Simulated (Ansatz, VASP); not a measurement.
CsI in VASP and in Ansatz

```
Cs I
1.0
     4.56670    0.00000    0.00000
     0.00000    4.56670    0.00000
     0.00000    0.00000    4.52103
Cs I
1 1
Direct
  0.00000 0.00000 0.00000
  0.50000 0.50000 0.50000
```

Change from the starting cell: strain -0.0100 x Voigt [0, 0, 1, 0, 0, 0], atoms carried along.

Alike in both runs: task single point; functional PBE; k mesh 6 × 6 × 6; occupations gaussian, width 0.05 eV; no spin polarisation.

|  | VASP | Ansatz |
| --- | --- | --- |
| version | VASP 6.6.1 | Ansatz 0.2.0 |
| potentials or method | VASP PAW PBE potentials, release 64 (Cs_sv, I), cutoff 500 eV | scalar-relativistic, plane waves, PAW |
| valence electrons in the cell | 16 | 26 |

```csv
,VASP,Ansatz,Ansatz less VASP
gap on the k mesh at the Fermi level (eV),3.88,3.89,+0.014
least direct gap on the mesh (eV),3.96,3.97,+0.011
pressure (GPa),0.9,0.9,-0.04
"traceless stress, the component that is largest in VASP (GPa)",0.12,0.12,0.000
```

With one functional, cell and mesh, what is left measures potentials, basis and numerics. VASP's potentials hold 16 valence electrons a cell and Ansatz's 26, so a difference there can come from the potentials and not from the codes.

Neither program's run includes spin-orbit coupling.
